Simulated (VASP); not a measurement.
# Hf4Br (P4/mmm) in VASP: notebook, part 3 of 3

VASP 6.6.1. The steps go on from the part before.

### Step 5. Relaxation of cell and atoms, PBE

This run uses another cell than the first one, of 25.20 Å³/atom.

Input file INCAR:

```
SYSTEM = Hf4Br
PREC = Accurate
ENCUT = 600
EDIFF = 1E-6
ISMEAR = 0
SIGMA = 0.1
LREAL = .FALSE.
LASPH = .TRUE.
NELM = 100
ALGO = Normal
ISIF = 3
LWAVE = .FALSE.
LCHARG = .FALSE.
GGA = PE
IBRION = 2
NSW = 100
EDIFFG = -0.01
```

Input file KPOINTS:

```
regular mesh
0
G
  10 10 4
  0 0 0
```

Input file POSCAR:

```
Hf4Br
1.0
    3.6791008912      0.0000000000      0.0000000000
    0.0000000000      3.6791008912      0.0000000000
    0.0000000000      0.0000000000      9.3097114196
Hf Br
4 1
Direct
    0.0000000000      0.0000000000      0.5000000000
    0.5000000000      0.5000000000      0.0000000000
    0.5000000000      0.5000000000      0.6712913565
    0.5000000000      0.5000000000      0.3287086435
    0.0000000000      0.0000000000      0.0000000000
```

Potentials or basis: VASP PAW PBE potentials, release 64 (Hf_pv, Br).

The run is started by

```sh
> cat potpaw_PBE.64/Hf_pv/POTCAR potpaw_PBE.64/Br/POTCAR > POTCAR
> mpirun -np 1 vasp_std > vasp.out
```

OUTCAR:

```text
SYSTEM = Hf4Br
   PREC = Accurate
   ENCUT = 600
   EDIFF = 1E-6
   ISMEAR = 0
   LREAL = .FALSE.
   LASPH = .TRUE.
   NELM = 100
   ISIF = 3
   GGA = PE
   IBRION = 2
   NSW = 100
   EDIFFG = -0.01

 ion  position               nearest neighbor table
   1  0.000  0.000  0.500-   3 3.05   4 3.05   3 3.05   4 3.05   3 3.05   4 3.05   3 3.05   4 3.05

   2  0.500  0.500  0.000-   5 2.60   5 2.60   5 2.60   5 2.60   3 3.06   4 3.06
   3  0.500  0.500  0.671-   1 3.05   1 3.05   1 3.05   1 3.05   2 3.06   4 3.19
   4  0.500  0.500  0.329-   1 3.05   1 3.05   1 3.05   1 3.05   2 3.06   3 3.19
   5  0.000  0.000  0.000-   2 2.60   2 2.60   2 2.60   2 2.60

  LATTYP: Found a simple tetragonal cell.
 ALAT       =     3.6791008912
 C/A-ratio  =     2.5304311284

  Lattice vectors:

 A1 = (   3.6791008912,   0.0000000000,   0.0000000000)
 A2 = (   0.0000000000,   3.6791008912,   0.0000000000)
 A3 = (   0.0000000000,   0.0000000000,   9.3097114196)

Analysis of symmetry for initial positions (statically):
=====================================================================
 Subroutine PRICEL returns:
 Original cell was already a primitive cell.

 Routine SETGRP: Setting up the symmetry group for a
 simple tetragonal supercell.

 Subroutine GETGRP returns: Found 16 space group operations
 (whereof 16 operations were pure point group operations)
 out of a pool of 16 trial point group operations.

The static configuration has the point symmetry D_4h.

Analysis of symmetry for dynamics (positions and initial velocities):
=====================================================================
 Subroutine PRICEL returns:
 Original cell was already a primitive cell.

 Routine SETGRP: Setting up the symmetry group for a
 simple tetragonal supercell.

 Subroutine GETGRP returns: Found 16 space group operations
 (whereof 16 operations were pure point group operations)
 out of a pool of 16 trial point group operations.

The dynamic configuration has the point symmetry D_4h.

 Subroutine INISYM returns: Found 16 space group operations
 (whereof 16 operations are pure point group operations),
 and found     1 'primitive' translations

----------------------------------------------------------------------------------------

                                     Primitive cell

  volume of cell :     126.0142

  direct lattice vectors                    reciprocal lattice vectors
     3.679100891  0.000000000  0.000000000     0.271805539  0.000000000  0.000000000
     0.000000000  3.679100891  0.000000000     0.000000000  0.271805539  0.000000000
     0.000000000  0.000000000  9.309711420     0.000000000  0.000000000  0.107414715

  length of vectors
     3.679100891  3.679100891  9.309711420     0.271805539  0.271805539  0.107414715

  position of ions in fractional coordinates (direct lattice)
     0.000000000  0.000000000  0.500000000
     0.500000000  0.500000000  0.000000000
     0.500000000  0.500000000  0.671291356
     0.500000000  0.500000000  0.328708644
     0.000000000  0.000000000  0.000000000

  ion indices of the primitive-cell ions
   primitive index   ion index
                 1           1
                 2           2
                 3           3
                 4           4
                 5           5

----------------------------------------------------------------------------------------
[... 68 lines left out ...]
   ENCUT  =  600.0 eV  44.10 Ry    6.64 a.u.   7.35  7.35 18.59*2*pi/ulx,y,z
   NELM   =    100;   NELMIN=  2; NELMDL= -5     # of ELM steps
   EDIFF  = 0.1E-05   stopping-criterion for ELM
   LREAL  =      F    real-space projection
   EDIFFG = -.1E-01   stopping-criterion for IOM
   NSW    =    100    number of steps for IOM
   IBRION =      2    ionic relax: 0-MD 1-quasi-New 2-CG
   NFREE  =      1    steps in history (QN), initial steepest desc. (CG)
   ISIF   =      3    stress and relaxation
   ISYM   =      2    0-nonsym 1-usesym 2-fastsym
   POTIM  = 0.5000    time-step for ionic-motion
   TEBEG  =    0.0;   TEEND  =   0.0 temperature during run
   PSTRESS=    0.0 pullay stress
   NELECT =      47.0000    total number of electrons
   NUPDOWN=      -1.0000    fix difference up-down
   EMIN   =  10.00;   EMAX   =-10.00  energy-range for DOS
   EFERMI =   0.00;   METHOD = LEGACY
   ISMEAR =     0;   SIGMA  =   0.10  broadening in eV -4-tet -1-fermi 0-gaus
   EFERMI_NEDOS =   21; number of points for ismear=-14 and -15
   IALGO  =     38    algorithm
   IMIX   =      4    mixing-type and parameters
     AMIX     =   0.40;   BMIX     =  1.00
     AMIX_MAG =   1.60;   BMIX_MAG =  1.00
  volume/ion in A,a.u.               =      25.20       170.08
  Fermi-wavevector in a.u.,A,eV,Ry     =   1.178422  2.226895 18.894123  1.388679
  Thomas-Fermi vector in A             =   2.314751
   LORBIT       =      0    0 simple, 1 ext, 2 COOP (PROOUT), +10 PAW based schemes
   GGA     = PE    functional components
   LHFCALC =     F    Hartree Fock is set to
   AEXX    =    0.0000 exact exchange contribution
   IVDW    =     0    specifies the selected vdW correction
   LEPSILON=     F    determine dielectric tensor
   LRPA    =     F    only Hartree local field effects (RPA)
 conjugate gradient relaxation of ions
 non-spin polarized calculation
 Gauss-broadening in eV      SIGMA  =   0.10
  energy-cutoff  :      600.00
  volume of cell :      126.01
 maximum number of plane-waves:      4254
 NGX is ok and might be reduce to    30
   NGX = 15   NGY = 15   NGZ = 37

--------------------------------------- Ionic step        1  -------------------------------------------

 number of electron      47.0000005 magnetization

 Free energy of the ion-electron system (eV)
  ---------------------------------------------------
  ext. energy  EPLUGINS =         0.00000000
  ---------------------------------------------------
  free energy    TOTEN  =       -38.31267500 eV

  energy without entropy =      -38.26855314  energy(sigma->0) =      -38.29061407

------------------------ aborting loop because EDIFF is reached ----------------------------------------

  FORCE on cell =-STRESS in cart. coord.  units (eV):
  Direction    XX          YY          ZZ          XY          YZ          ZX
  --------------------------------------------------------------------------------------
  -------------------------------------------------------------------------------------
  Total       -0.3702264     -0.3702264      0.1520939      0.0000000      0.0000000     -0.0000000
  in kB       -4.7071530     -4.7071530      1.9337606      0.0000000      0.0000000     -0.0000000
  external PRESSURE =      -2.4935151 kB  Pullay stress =       0.0000000 kB
[... 98 lines left out ...]
  FREE ENERGIE OF THE ION-ELECTRON SYSTEM (eV)
  ---------------------------------------------------
  free  energy   TOTEN  =       -38.3140580143 eV

  energy  without entropy=      -38.2696077515  energy(sigma->0) =      -38.29183288

[... ionic steps 4 to 8 ...]

--------------------------------------- Ionic step        9  -------------------------------------------

 number of electron      47.0000007 magnetization

------------------------ aborting loop because EDIFF is reached ----------------------------------------
[... 73 lines left out ...]
--------------------------------------- Ionic step       11  -------------------------------------------

 number of electron      47.0000008 magnetization

 Free energy of the ion-electron system (eV)
  ---------------------------------------------------
  ext. energy  EPLUGINS =         0.00000000
  ---------------------------------------------------
  free energy    TOTEN  =       -38.31501550 eV

  energy without entropy =      -38.27043494  energy(sigma->0) =      -38.29272522

 E-fermi :   4.3376     XC(G=0): -10.3825

 val. band max:        4.3374122362   @ k =   0.3000   0.2000   0.2500
 cond. band min:       4.3380775269   @ k =   0.5000   0.1000   0.0000
 fundamental gap:      0.0006652907
 Fermi energy:         4.3376339421

 k-point     1 :       0.0000    0.0000    0.0000
  band No.  band energies     occupation
      1     -27.3162      2.00000
      2     -27.3162      2.00000
      3     -26.9027      2.00000
      4     -26.4946      2.00000
      5     -26.4946      2.00000
      6     -26.4849      2.00000
[... 733 lines left out ...]
     27       5.2988      0.00000
     28       5.5338      0.00000

 [... further k-points ...]

------------------------ aborting loop because EDIFF is reached ----------------------------------------

  FORCE on cell =-STRESS in cart. coord.  units (eV):
  Direction    XX          YY          ZZ          XY          YZ          ZX
  --------------------------------------------------------------------------------------
  -------------------------------------------------------------------------------------
  Total       -0.0171960     -0.0171960      0.0180469      0.0000000      0.0000000      0.0000000
  in kB       -0.2189448     -0.2189448      0.2297797      0.0000000      0.0000000      0.0000000
  external PRESSURE =      -0.0693699 kB  Pullay stress =       0.0000000 kB
[... 20 lines left out ...]
  FREE ENERGIE OF THE ION-ELECTRON SYSTEM (eV)
  ---------------------------------------------------
  free  energy   TOTEN  =       -38.3150155009 eV

  energy  without entropy=      -38.2704349449  energy(sigma->0) =      -38.29272522

 reached required accuracy - stopping structural energy minimisation
```

OSZICAR:

```text
N       E                     dE             d eps       ncg     rms          rms(c)
DAV:   1     0.222743532991E+03    0.22274E+03   -0.27318E+04  3560   0.172E+03
[... 98 lines left out ...]
       N       E                     dE             d eps       ncg     rms          rms(c)
DAV:   1    -0.383151816905E+02   -0.20318E-03   -0.10623E-02  3536   0.629E-01    0.187E-01
DAV:   2    -0.383150599886E+02    0.12170E-03   -0.45200E-04  3848   0.123E-01    0.502E-02
DAV:   3    -0.383150255242E+02    0.34464E-04   -0.11133E-04  4656   0.467E-02    0.263E-02
DAV:   4    -0.383150194777E+02    0.60465E-05   -0.60068E-05  4572   0.264E-02    0.299E-02
DAV:   5    -0.383150151845E+02    0.42932E-05   -0.11698E-05  4460   0.145E-02    0.180E-02
DAV:   6    -0.383150155009E+02   -0.31642E-06   -0.30625E-06  3348   0.772E-03
  11 F= -.38315016E+02 E0= -.38292725E+02  d E =-.372295E-04
```

CONTCAR:

```text
Hf4Br
   1.00000000000000
     3.6623922637897768    0.0000000000000000   -0.0000000000000000
     0.0000000000000000    3.6623922637897768    0.0000000000000000
    -0.0000000000000000    0.0000000000000000    9.3815075702832580
  Hf              Br
     4     1
Direct
     1.0000000000000000    1.0000000000000000    0.5000000000000000
     0.5000000000000000    0.5000000000000000    1.0000000000000000
     0.5000000000000000    0.5000000000000000    0.6714337101571390
     0.5000000000000000    0.5000000000000000    0.3285662898428610
     0.0000000000000000    1.0000000000000000    1.0000000000000000

  0.00000000E+00  0.00000000E+00  0.00000000E+00
  0.00000000E+00  0.00000000E+00  0.00000000E+00
  0.00000000E+00  0.00000000E+00  0.00000000E+00
  0.00000000E+00  0.00000000E+00  0.00000000E+00
  0.00000000E+00  0.00000000E+00  0.00000000E+00
```

It took 14 min on 1 thread of Intel Xeon 6975P-C (Granite Rapids), shared host; peak memory 0.43 GiB.

Results:

| Quantity | Value |
| --- | --- |
| Free energy | -38.3150 eV |
| Relaxed volume | 25.17 Å³/atom |
| Relaxed cell | a = 3.662 Å, b = 3.662 Å, c = 9.382 Å, α = 90.00°, β = 90.00°, γ = 90.00° |
| Space group after relaxing (to 0.1 Å) | P4/mmm (No. 123) |
| Energy gained by relaxing | 0.5 meV/atom |
| Ionic steps | 11 |
| Pressure after relaxing | 0.0 GPa |
| Band gap on the k mesh | zero (an odd number of electrons rules out a gap without spin polarisation) |

The path:
```
step  energy change (eV)  largest force (eV/Å)  pressure (GPa)  volume (Å³)
   1              0.0000                0.0662           -0.25       126.01
   2             -0.0013                0.0110            0.27       125.30
   3             -0.0014                0.0021            0.19       125.42
   4             -0.0020                0.0148            0.07       125.72
   5             -0.0021                0.0260           -0.01       125.93
   6             -0.0021                0.0249           -0.01       125.91
   7             -0.0021                0.0200            0.03       125.82
   8             -0.0021                0.0243            0.00       125.90
   9             -0.0022                0.0195           -0.01       125.91
  10             -0.0023                0.0002           -0.06       125.93
  11             -0.0023                0.0014           -0.01       125.84
```

Final structure:
```xyz
5
Lattice="3.6624 0.0000 0.0000 0.0000 3.6624 0.0000 0.0000 0.0000 9.3815" Properties=species:S:1:pos:R:3 pbc="T T T"
Hf    3.6624    3.6624    4.6908
Hf    1.8312    1.8312    9.3815
Hf    1.8312    1.8312    6.2991
Hf    1.8312    1.8312    3.0824
Br    0.0000    3.6624    9.3815
```

Levels at points of the mesh, in eV from the Fermi level:
| k point | band 19 | band 20 | band 21 | band 22 | band 23 | band 24 | band 25 | band 26 | band 27 | band 28 |
| --- | --- | --- | --- | --- | --- | --- | --- | --- | --- | --- |
| (0.00, 0.00, 0.00) | -2.67 | -2.03 | -1.95 | -1.69 | -0.02 | 0.12 | 0.69 | 0.69 | 1.20 | 1.34 |
| (0.50, 0.00, 0.00) | -2.66 | -0.81 | -0.69 | -0.23 | 0.09 | 0.60 | 0.74 | 0.93 | 1.29 | 1.69 |
| (0.50, 0.50, 0.00) | -1.51 | -1.51 | -0.43 | -0.43 | -0.21 | -0.14 | -0.14 | -0.10 | 1.41 | 2.03 |
| (0.00, 0.00, 0.50) | -2.74 | -2.09 | -1.57 | -1.16 | 0.07 | 0.12 | 0.53 | 0.53 | 1.19 | 1.33 |
| (0.50, 0.00, 0.50) | -2.69 | -0.92 | -0.32 | -0.14 | -0.10 | 0.09 | 0.10 | 1.37 | 1.65 | 1.72 |
| (0.50, 0.50, 0.50) | -1.63 | -1.63 | -1.07 | -0.47 | -0.16 | -0.16 | -0.06 | -0.06 | 1.40 | 1.63 |

Caveat: spin-orbit coupling is left out, which moves the levels of the heavy elements; an odd number of electrons without spin polarisation forces a metal; a magnetic or distorted state may lie lower.

### Step 6. The runs side by side

```tsv
task	cell	k mesh	cutoff (eV)	gap on the mesh (eV)	pressure (GPa)	relaxed volume (Å³/atom)	largest force (eV/Å)
single point	a = 3.669, b = 3.669, c = 9.386 Å, 5 atoms, atomic positions A	10 × 10 × 4	520	none	-0.3	-	0.02
relaxation of cell and atoms	relaxed from a = 5.519, b = 5.519, c = 6.332 Å, 5 atoms, atomic positions B	4 × 4 × 4	600	none	0.1	25.02	0.02
relaxation of cell and atoms	relaxed from a = 3.637, b = 3.637, c = 9.510 Å, 5 atoms, atomic positions C	6 × 6 × 2	600	none	0.0	25.09	0.02
relaxation of cell and atoms	relaxed from a = 3.679, b = 3.679, c = 9.310 Å, 5 atoms, atomic positions D	10 × 10 × 4	600	none	0.0	25.17	-
```

Alike in all rows: level PBE; potentials or basis VASP PAW PBE potentials, release 64 (Hf_pv, Br); no spin polarisation; smearing gaussian 0.1 eV.

Caveats: spin-orbit coupling is left out, which moves the levels of the heavy elements; an odd number of electrons without spin polarisation forces a metal; a magnetic or distorted state may lie lower; the volume moved by over 15 % at a fixed basis, so the end points are rough (at least some runs).

Absolute energies hang on the potentials; compare differences alone.

The gap in the log of VASP goes by the Fermi energy; the results here count the filled bands.